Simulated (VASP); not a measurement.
# Ti in VASP: notebook

Ti is run at these levels: PBE; tasks: single point.

Everything below comes from runs of VASP 6.6.1. Logs are shortened: lines on timing, memory, paths and dates and some standing lists are left out, and cuts for length are marked.

### 1 The cell of the first run

The structure is cubic, space group Im-3m (No. 229). Conventional cell: a = 3.255 Å, b = 3.255 Å, c = 3.255 Å, α = 90.00°, β = 90.00°, γ = 90.00°. Within 3.7 Å of Ti (site symmetry m-3m) lie 14 Ti at 2.82 to 3.26 Å.

This isn't the form of Ti at room conditions, which is hcp.

### 2 Single point, PBE

INCAR

```
  PREC = Accurate
  ENCUT = 520
  EDIFF = 1E-7
  ISMEAR = 0
  SIGMA = 0.15
  LREAL = F
  LASPH = T
  NELM = 100
  ALGO = Normal
  ISIF = 2
  LWAVE = F
  LCHARG = T
  GGA = PE
  LELF = T
  LVHAR = T
  NBANDS = 12
```

KPOINTS

```
regular mesh
0
Gamma
  20 20 20
```

POSCAR

```
Ti
1.0
   -1.6276186075      1.6276186075      1.6276186075
    1.6276186075     -1.6276186075      1.6276186075
    1.6276186075      1.6276186075     -1.6276186075
Ti
1
Direct
    0.0000000000      0.0000000000      0.0000000000
```

Potentials or basis: VASP PAW PBE potentials, release 64 (Ti_sv).

On the command line:

```bash
$ cat potpaw_PBE.64/Ti_sv/POTCAR > POTCAR
$ mpirun -np 1 vasp_std > vasp.out
```

OUTCAR:

```text
PREC = Accurate
   ENCUT = 520
   EDIFF = 1E-7
   ISMEAR = 0
   LREAL = F
   LASPH = T
   NELM = 100
   ISIF = 2
   GGA = PE

 ion  position               nearest neighbor table
   1  0.000  0.000  0.000-

  LATTYP: Found a body centered cubic cell.
 ALAT       =     3.2552372150

  Lattice vectors:

 A1 = (  -1.6276186075,   1.6276186075,   1.6276186075)
 A2 = (   1.6276186075,  -1.6276186075,   1.6276186075)
 A3 = (   1.6276186075,   1.6276186075,  -1.6276186075)

Analysis of symmetry for initial positions (statically):
=====================================================================
 Subroutine PRICEL returns:
 Original cell was already a primitive cell.

 Routine SETGRP: Setting up the symmetry group for a
 body centered cubic supercell.

 Subroutine GETGRP returns: Found 48 space group operations
 (whereof 48 operations were pure point group operations)
 out of a pool of 48 trial point group operations.

The static configuration has the point symmetry O_h .

Analysis of symmetry for dynamics (positions and initial velocities):
=====================================================================
 Subroutine PRICEL returns:
 Original cell was already a primitive cell.

 Routine SETGRP: Setting up the symmetry group for a
 body centered cubic supercell.

 Subroutine GETGRP returns: Found 48 space group operations
 (whereof 48 operations were pure point group operations)
 out of a pool of 48 trial point group operations.

The dynamic configuration has the point symmetry O_h .

 Subroutine INISYM returns: Found 48 space group operations
 (whereof 48 operations are pure point group operations),
 and found     1 'primitive' translations

----------------------------------------------------------------------------------------

                                     Primitive cell

  volume of cell :      17.2472

  direct lattice vectors                    reciprocal lattice vectors
    -1.627618608  1.627618608  1.627618608     0.000000000  0.307197274  0.307197274
     1.627618608 -1.627618608  1.627618608     0.307197274  0.000000000  0.307197274
     1.627618608  1.627618608 -1.627618608     0.307197274  0.307197274  0.000000000

  length of vectors
     2.819118124  2.819118124  2.819118124     0.434442552  0.434442552  0.434442552

  position of ions in fractional coordinates (direct lattice)
     0.000000000  0.000000000  0.000000000

  ion indices of the primitive-cell ions
   primitive index   ion index
                 1           1

----------------------------------------------------------------------------------------

 KPOINTS: regular mesh

Automatic generation of k-mesh.
 Grid dimensions read from file:
 generate k-points for:   20   20   20

 Generating k-lattice:

  Cartesian coordinates                     Fractional coordinates (reciprocal lattice)
     0.000000000  0.015359864  0.015359864     0.050000000  0.000000000  0.000000000
     0.015359864  0.000000000  0.015359864     0.000000000  0.050000000  0.000000000
     0.015359864  0.015359864  0.000000000     0.000000000  0.000000000  0.050000000

  Length of vectors
     0.021722128  0.021722128  0.021722128

  Shift w.r.t. Gamma in fractional coordinates (k-lattice)
     0.000000000  0.000000000  0.000000000

 Subroutine IBZKPT returns following result:
 ===========================================

 Found    256 irreducible k-points:

 Following reciprocal coordinates:
            Coordinates               Weight
  0.000000  0.000000  0.000000      1.000000
  0.050000  0.000000  0.000000     12.000000
  0.100000  0.000000  0.000000     12.000000
  0.150000  0.000000  0.000000     12.000000
  0.200000  0.000000  0.000000     12.000000
  0.250000  0.000000  0.000000     12.000000
[... 16 lines left out ...]
  0.200000  0.100000  0.000000     48.000000
  0.250000  0.100000 -0.000000     48.000000
 [... further k-points ...]
   k-points           NKPTS =    256   k-points in BZ     NKDIM =    256   number of bands    NBANDS=     12
   number of dos      NEDOS =    301   number of ions     NIONS =      1
   total plane-waves  NPLWV =  13824
   dimension x,y,z NGX =    24 NGY =   24 NGZ =   24
   dimension x,y,z NGXF=    48 NGYF=   48 NGZF=   48
   ions per type =               1
   NGX,Y,Z   is equivalent  to a cutoff of  14.15, 14.15, 14.15 a.u.
   NGXF,Y,Z  is equivalent  to a cutoff of  28.31, 28.31, 28.31 a.u.
 SYSTEM =  unknown system
   PREC   = accura    normal or accurate (medium, high low for compatibility)
   ISTART =      0    job   : 0-new  1-cont  2-samecut
   ICHARG =      2    charge: 1-file 2-atom 10-const
   ISPIN  =      1    spin polarized calculation?
   LNONCOLLINEAR =      F non collinear calculations
   LSORBIT =      F    spin-orbit coupling
   LASPH  =      T    aspherical Exc in radial PAW
   ENCUT  =  520.0 eV  38.22 Ry    6.18 a.u.   5.24  5.24  5.24*2*pi/ulx,y,z
   NELM   =    100;   NELMIN=  2; NELMDL= -5     # of ELM steps
   EDIFF  = 0.1E-06   stopping-criterion for ELM
   LREAL  =      F    real-space projection
   EDIFFG = 0.1E-05   stopping-criterion for IOM
   NSW    =      0    number of steps for IOM
   IBRION =     -1    ionic relax: 0-MD 1-quasi-New 2-CG
   NFREE  =      0    steps in history (QN), initial steepest desc. (CG)
   ISIF   =      2    stress and relaxation
   ISYM   =      2    0-nonsym 1-usesym 2-fastsym
   POTIM  = 0.5000    time-step for ionic-motion
   TEBEG  =    0.0;   TEEND  =   0.0 temperature during run
   PSTRESS=    0.0 pullay stress
   NELECT =      12.0000    total number of electrons
   NUPDOWN=      -1.0000    fix difference up-down
   EMIN   =  10.00;   EMAX   =-10.00  energy-range for DOS
   EFERMI =   0.00;   METHOD = LEGACY
   ISMEAR =     0;   SIGMA  =   0.15  broadening in eV -4-tet -1-fermi 0-gaus
   EFERMI_NEDOS =   21; number of points for ismear=-14 and -15
   IALGO  =     38    algorithm
   IMIX   =      4    mixing-type and parameters
     AMIX     =   0.40;   BMIX     =  1.00
     AMIX_MAG =   1.60;   BMIX_MAG =  1.00
  volume/ion in A,a.u.               =      17.25       116.39
  Fermi-wavevector in a.u.,A,eV,Ry     =   1.450650  2.741331 28.631897  2.104385
  Thomas-Fermi vector in A             =   2.568238
   LORBIT       =      0    0 simple, 1 ext, 2 COOP (PROOUT), +10 PAW based schemes
   GGA     = PE    functional components
   LHFCALC =     F    Hartree Fock is set to
   AEXX    =    0.0000 exact exchange contribution
   IVDW    =     0    specifies the selected vdW correction
   LEPSILON=     F    determine dielectric tensor
   LRPA    =     F    only Hartree local field effects (RPA)
 non-spin polarized calculation
 Gauss-broadening in eV      SIGMA  =   0.15
  energy-cutoff  :      520.00
  volume of cell :       17.25
 maximum number of plane-waves:       478
 NGX is ok and might be reduce to    24
   NGX = 11   NGY = 11   NGZ = 11

 number of electron      11.9999997 magnetization

 Free energy of the ion-electron system (eV)
  ---------------------------------------------------
  ext. energy  EPLUGINS =         0.00000000
  ---------------------------------------------------
  free energy    TOTEN  =        -7.73746317 eV

  energy without entropy =       -7.71128724  energy(sigma->0) =       -7.72437521

 E-fermi :   8.1596     XC(G=0): -11.5267

 val. band max:        8.1593372175   @ k =   0.2500   0.1000   0.0500
 cond. band min:       8.1613903562   @ k =   0.2500   0.1000  -0.0000
 fundamental gap:      0.0020531387
 Fermi energy:         8.1596108829

 k-point     1 :       0.0000    0.0000    0.0000
  band No.  band energies     occupation
      1     -48.3581      2.00000
      2     -24.2065      2.00000
      3     -24.2065      2.00000
      4     -24.2065      2.00000
      5       2.1902      2.00000
      6       9.1541      0.00000
      7       9.1541      0.00000
      8       9.1541      0.00000
      9      10.9261      0.00000
     10      10.9261      0.00000
     11      25.6205      0.00000
     12      25.6205      0.00000

 k-point     2 :       0.0500    0.0000    0.0000
  band No.  band energies     occupation
      1     -48.3549      2.00000
      2     -24.2241      2.00000
      3     -24.2119      2.00000
      4     -24.2066      2.00000
      5       2.2768      2.00000
      6       9.1142      0.00000
      7       9.1438      0.00000
      8       9.2169      0.00000
      9      10.8784      0.00000
     10      10.9284      0.00000
     11      25.4903      0.00000
     12      25.6152      0.00000

 k-point     3 :       0.1000    0.0000    0.0000
  band No.  band energies     occupation
      1     -48.3454      2.00000
      2     -24.2748      2.00000
      3     -24.2275      2.00000
      4     -24.2070      2.00000
      5       2.5314      2.00000
      6       9.0006      0.00000
      7       9.1008      0.00000
      8       9.4026      0.00000
      9      10.7628      0.00000
     10      10.9366      0.00000
     11      25.0785      0.00000
     12      25.5409      0.00000
[... 286 lines left out ...]
 k-point    23 :       0.2000    0.1000    0.0000
  band No.  band energies     occupation
      1     -48.2846      2.00000
      2     -24.5773      2.00000
      3     -24.3176      2.00000
      4     -24.2309      2.00000
      5       4.2980      2.00000
      6       8.3720      0.04524
      7       8.4715      0.00327
      8      10.4998      0.00000
      9      10.8139      0.00000
     10      11.1439      0.00000
     11      22.0788      0.00000
     12      23.4035      0.00000

 k-point    24 :       0.2500    0.1000   -0.0000
  band No.  band energies     occupation
      1     -48.2647      2.00000
      2     -24.6697      2.00000
      3     -24.3560      2.00000
      4     -24.2326      2.00000
      5       4.9081      2.00000
      6       8.1614      0.98661
      7       8.3332      0.10176
      8      10.5880      0.00000
      9      11.1894      0.00000
     10      11.3597      0.00000
     11      20.7137      0.00000
     12      22.7413      0.00000

 [... further k-points ...]

------------------------ aborting loop because EDIFF is reached ----------------------------------------

  FORCE on cell =-STRESS in cart. coord.  units (eV):
  Direction    XX          YY          ZZ          XY          YZ          ZX
  --------------------------------------------------------------------------------------
  -------------------------------------------------------------------------------------
  Total       -0.0156267     -0.0156267     -0.0156267      0.0000000      0.0000000      0.0000000
  in kB       -1.4516387     -1.4516387     -1.4516387      0.0000000      0.0000000      0.0000000
  external PRESSURE =      -1.4516387 kB  Pullay stress =       0.0000000 kB

 VOLUME and BASIS-vectors are now :
 -----------------------------------------------------------------------------
  energy-cutoff  :      520.00
  volume of cell :       17.25
      direct lattice vectors                 reciprocal lattice vectors
    -1.627618608  1.627618608  1.627618608     0.000000000  0.307197274  0.307197274
     1.627618608 -1.627618608  1.627618608     0.307197274  0.000000000  0.307197274
     1.627618608  1.627618608 -1.627618608     0.307197274  0.307197274  0.000000000

 POSITION                                       TOTAL-FORCE (eV/Angst)
 -----------------------------------------------------------------------------------
      0.00000      0.00000      0.00000         0.000000     -0.000000      0.000000
 -----------------------------------------------------------------------------------
    total drift:                                0.000000      0.000000      0.000000

  FREE ENERGIE OF THE ION-ELECTRON SYSTEM (eV)
  ---------------------------------------------------
  free  energy   TOTEN  =        -7.7374631744 eV

  energy  without entropy=       -7.7112872437  energy(sigma->0) =       -7.72437521
```

Wall time 58 s (1 thread of Intel Xeon 8259CL, shared host); peak memory 0.18 GiB.

Results:

```
Free energy            : -7.7375 eV
Pressure               : -0.1 GPa
Band gap on the k mesh : zero (bands 6 and 7 overlap by 1.66 eV)
```

Levels at points of the mesh, in eV from the Fermi level:
| k point | band 2 | band 3 | band 4 | band 5 | band 6 | band 7 | band 8 | band 9 | band 10 | band 11 |
| --- | --- | --- | --- | --- | --- | --- | --- | --- | --- | --- |
| (0.00, 0.00, 0.00) | -32.37 | -32.37 | -32.37 | -5.97 | 0.99 | 0.99 | 0.99 | 2.77 | 2.77 | 17.46 |
| (0.50, 0.00, 0.00) | -33.05 | -32.58 | -32.37 | -2.47 | -0.40 | 1.16 | 2.76 | 3.11 | 4.30 | 8.84 |
| (0.50, 0.50, 0.50) | -32.84 | -32.84 | -32.84 | -2.13 | -2.13 | 3.95 | 3.95 | 3.95 | 8.43 | 8.43 |

### 3 Single point, PBE (engineering shear strain xy +0.0000, normal strain along z +0.0500)

INCAR

```
PREC = Accurate
ENCUT = 520
EDIFF = 1E-7
ISMEAR = 0
SIGMA = 0.15
LREAL = F
LASPH = T
NELM = 60
ALGO = Fast
ISIF = 2
LWAVE = F
LCHARG = F
GGA = PE
NBANDS = 12
```

KPOINTS

```
Automatic mesh
0
Gamma
  20 20 20
```

POSCAR

```
Ti
1.0
   -1.6276186075      1.6276186075      1.7089995379
    1.6276186075     -1.6276186075      1.7089995379
    1.6276186075      1.6276186075     -1.7089995379
Ti
1
Direct
    0.0000000000      0.0000000000      0.0000000000
```

Potentials or basis: VASP PAW PBE potentials, release 64 (Ti_sv).

On the command line:

```bash
$ cat potpaw_PBE.64/Ti_sv/POTCAR > POTCAR
$ mpirun -np 1 vasp_std > vasp.out
```

Wall time 6.9 min (1 thread of Intel Xeon 8259CL, shared host); peak memory 0.26 GiB.

The run converged. Its results:

```
Free energy            : -7.7261 eV
Pressure               : -4.8 GPa
Band gap on the k mesh : zero (bands 6 and 7 overlap by 1.51 eV)
```

Stress tensor (GPa, compression positive):
```
-5.22  0.00  0.00
 0.00 -5.22  0.00
 0.00  0.00 -4.10
```

Levels at points of the mesh, in eV from the Fermi level:
```tsv
k point	band 2	band 3	band 4	band 5	band 6	band 7	band 8	band 9	band 10	band 11
(0.00, 0.00, 0.00)	-32.53	-32.53	-32.53	-5.87	0.84	0.84	1.16	2.41	2.77	16.58
(0.50, 0.00, 0.00)	-33.12	-32.71	-32.53	-2.36	-0.23	0.92	2.39	2.94	4.00	8.20
(0.50, 0.50, 0.00)	-33.11	-32.73	-32.55	-2.36	-0.62	1.23	2.83	3.03	4.06	8.54
(0.50, 0.50, 0.50)	-32.97	-32.92	-32.92	-2.04	-1.91	3.65	3.73	3.73	7.16	8.50
```

Caveat: the cell differs from its parent crystal (engineering shear strain xy +0.0000, normal strain along z +0.0500); the cell stands under tension.

### 4 Single point, PBE (engineering shear strain xy +0.0000, normal strain along z -0.0500)

INCAR

```
ALGO = Normal
EDIFF = 1E-6
ENCUT = 520
GGA = PE
ISIF = 2
ISMEAR = 0
LASPH = True
LCHARG = False
LREAL = False
LWAVE = False
NBANDS = 12
NELM = 80
PREC = Accurate
SIGMA = 0.15
```

KPOINTS

```
k-points
0
Gamma
  20 20 20
```

POSCAR

```
Ti
1.0
   -1.6276186075      1.6276186075      1.5462376771
    1.6276186075     -1.6276186075      1.5462376771
    1.6276186075      1.6276186075     -1.5462376771
Ti
1
Direct
    0.0000000000      0.0000000000      0.0000000000
```

On the command line:

```bash
$ cat potpaw_PBE.64/Ti_sv/POTCAR > POTCAR
$ mpirun -np 1 vasp_std > vasp.out
```

Wall time 2.2 min (1 thread of Intel Xeon 8259CL, shared host); peak memory 0.24 GiB.

The run converged. Its results:

- Free energy: -7.7252 eV
- Pressure: 5.8 GPa
- Band gap on the k mesh: zero (bands 6 and 7 overlap by 1.68 eV)

Stress tensor (GPa, compression positive):
```
6.30 0.00 0.00
0.00 6.30 0.00
0.00 0.00 4.77
```

Levels at points of the mesh, in eV from the Fermi level:
| k point | band 3 | band 4 | band 5 | band 6 | band 7 | band 8 | band 9 | band 10 |
| --- | --- | --- | --- | --- | --- | --- | --- | --- |
| (0.00, 0.00, 0.00) | -32.22 | -32.22 | -6.09 | 0.77 | 1.18 | 1.18 | 2.65 | 3.14 |
| (0.50, 0.00, 0.00) | -32.48 | -32.24 | -2.61 | -0.62 | 1.45 | 2.95 | 3.47 | 4.58 |
| (0.50, 0.50, 0.00) | -32.45 | -32.20 | -2.60 | -0.14 | 1.07 | 2.60 | 3.16 | 4.53 |
| (0.50, 0.50, 0.50) | -32.79 | -32.71 | -2.39 | -2.24 | 4.16 | 4.16 | 4.26 | 8.37 |

Caveat: the cell differs from its parent crystal (engineering shear strain xy +0.0000, normal strain along z -0.0500); the cell stands under pressure.

### 5 Summary

| cell | gap on the mesh (eV) | pressure (GPa) |
| --- | --- | --- |
| a = 2.819 Å, angles 109.5°, 1 atom | none | -0.1 |
| a = 2.867 Å, angles 110.8, 110.8, 106.8°, 1 atom | none | -4.8 |
| a = 2.773 Å, angles 108.1, 108.1, 112.2°, 1 atom | none | 5.8 |

Alike in all rows: task single point; level PBE; potentials or basis VASP PAW PBE potentials, release 64 (Ti_sv); no spin polarisation; k mesh 20 × 20 × 20; cutoff (eV) 520; smearing gaussian 0.15 eV.

Caveats: the cell stands under tension (at least some runs); the cell stands under pressure (at least some runs).

Total energies depend on the potentials used, so only differences within one code and one set of settings carry meaning.
